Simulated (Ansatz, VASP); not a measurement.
# Two plane-wave programs on CsPtS

```
Cs Pt S
1.0
     4.72264    0.00000    0.00000
    -2.36132    4.08992    0.00000
     0.00000    0.00000    5.15521
Cs Pt S
1 1 1
Cartesian
  0.0000 0.0000 0.0000
  2.3613 1.3633 2.5776
  0.0000 2.7266 2.5776
```

Change from the starting cell: species swapped into the BaSbPt type (P-6m2, No. 187).

Alike in both runs: task single point; functional PBE; k mesh 6 × 6 × 4; occupations gaussian, width 0.1 eV; collinear spin.

```csv
,VASP,Ansatz
version,VASP 6.6.1,Ansatz 0.2.0
potentials or method,"VASP PAW PBE potentials, release 64 (Cs_sv, Pt, S), cutoff 520 eV","scalar-relativistic, plane waves, PAW"
valence electrons in the cell,25,33
```

VASP gave:

| Quantity | Value |
| --- | --- |
| gap on the k mesh at the Fermi level (eV) | none |
| pressure (GPa) | -6.5 |
| traceless stress, the component that is largest in VASP (GPa) | 7.20 |
| net moment per atom (μB) | 0.16 |
| size of the moment on the site where the two differ most (μB) | 0.30 |

Problem. Estimate Ansatz's values.

Solution. gap on the k mesh at the Fermi level (eV): none; pressure (GPa): -6.5; traceless stress, the component that is largest in VASP (GPa): 7.18; net moment per atom (μB): 0.16; size of the moment on the site where the two differ most (μB): 0.28.

Site moments also hang on the region over which each program counts them. A gap of «none» marks a metal or a gap that the smearing closes. VASP's potentials hold 25 valence electrons a cell and Ansatz's 33, so a difference there can come from the potentials and not from the codes.

Spin-orbit coupling is off throughout.
